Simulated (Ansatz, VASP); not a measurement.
# Si: VASP beside Ansatz

File INCAR:

```
PREC = Accurate
ENCUT = 520
EDIFF = 1E-6
ISMEAR = 0
SIGMA = 0.1
LREAL = False
LASPH = True
NELM = 60
ALGO = Normal
ISIF = 2
LWAVE = False
LCHARG = True
LDIPOL = True
IDIPOL = 3
DIPOL = 0.5 0.5 0.500
GGA = CA
LELF = True
LVHAR = True
LVACPOTAV = True
NBANDS = 11
```

KPOINTS

```
Automatic mesh
0
Gamma
  15 15 1
```

POSCAR

```
Si
1.0
    3.5850000000      0.0000000000      0.0000000000
   -1.7925000000      3.1047010726      0.0000000000
    0.0000000000      0.0000000000     28.0000000000
Si
2
Direct
    0.3333333333      0.6666666667      0.5076607143
    0.6666666667      0.3333333333      0.4923392857
```

Input for Ansatz:

```yaml
crystal:
  lattice:
    - [3.585, 0.0, 0.0]
    - [-1.7925, 3.1047010726, 0.0]
    - [0.0, 0.0, 28.0]
  atoms:
    - { symbol: Si, position: [0.3333333333, 0.6666666667, 0.5076607143] }
    - { symbol: Si, position: [0.6666666667, 0.3333333333, 0.4923392857] }
  periodic: [true, true, false]
basis:
  ecutwfc: 420
kpoints:
  mp_grid: { grid: [15, 15, 1] }
hamiltonian:
  xc: lda
  pseudopotentials: { kind: paw, azcp: { folder: soft_1 } }
scf:
  occupations: { method: gaussian, width: 0.1 }
output:
  forces: true
  stress: true
  eigenvalues: true
```

Alike in both runs: task single point; functional LDA; k mesh 15 × 15 × 1; occupations gaussian, width 0.1 eV; no spin polarisation.

|  | VASP | Ansatz |
| --- | --- | --- |
| version | VASP 6.6.1 | Ansatz 0.2.0 |
| potentials or method | VASP PAW LDA potentials, release 64 (Si), cutoff 520 eV | scalar-relativistic, plane waves, PAW |
| valence electrons in the cell | 8 | 8 |

```csv
,VASP,Ansatz,Ansatz less VASP
gap on the k mesh at the Fermi level (eV),none,none,-
rms of the force components (eV/Å),0.498,0.499,+0.0014
"work function, face that differs most (eV)",4.62,4.61,-0.012
```

Ansatz warns that its potentials were made for another functional, while VASP's fit it. LDA's correlation is that of Perdew and Zunger in VASP and of Perdew and Wang (1992) in Ansatz. Atom by atom the forces differ by 0.001 eV/Å (rms over components). A gap of «none» marks a metal or a gap that the smearing closes.
